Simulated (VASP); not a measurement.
A run of VASP 6.6.1 is set up as follows.

File POSCAR:

```
BAs
1.0
    0.0000000000      2.3918698983      2.3918698983
    2.3918698983      0.0000000000      2.3918698983
    2.3918698983      2.3918698983      0.0000000000
B As
1 1
Direct
    0.0000000000      0.0000000000      0.0000000000
    0.2500000000      0.2500000000      0.2500000000
```

File INCAR.step1:

```
PREC = Accurate
ENCUT = 520
ISMEAR = -1
SIGMA = 0.02
LREAL = False
LASPH = True
NELM = 100
NBANDS = 11
GGA = PE
ALGO = Normal
EDIFF = 1E-4
LWAVE = True
LCHARG = False
```

File INCAR.step2:

```
PREC = Accurate
ENCUT = 520
EDIFF = 1E-6
ISMEAR = -1
SIGMA = 0.02
LREAL = False
LASPH = True
NELM = 100
ALGO = Normal
ISIF = 2
LWAVE = False
LCHARG = False
METAGGA = R2SCAN
LMIXTAU = True
NBANDS = 11
ISTART = 1
```

File KPOINTS:

```
Automatic mesh
0
Gamma
  8 8 8
```

Potentials or basis: VASP PAW PBE potentials, release 64 (B, As).

Launch:

```bash
$ cat potpaw_PBE.64/B/POTCAR potpaw_PBE.64/As/POTCAR > POTCAR
$ cp INCAR.step1 INCAR
$ mpirun -np 1 vasp_std > vasp.out
$ cp INCAR.step2 INCAR
$ mpirun -np 1 vasp_std > vasp.out
```

(1) What does it give for the pressure?

(2) What does it give for the band gap on the k mesh?

Answers

(1) 0.3 GPa.

(2) 1.39 eV, indirect (least direct gap 3.44 eV).

Caveat: the PAW data sets were made with another functional, which shifts forces and pressure a little.
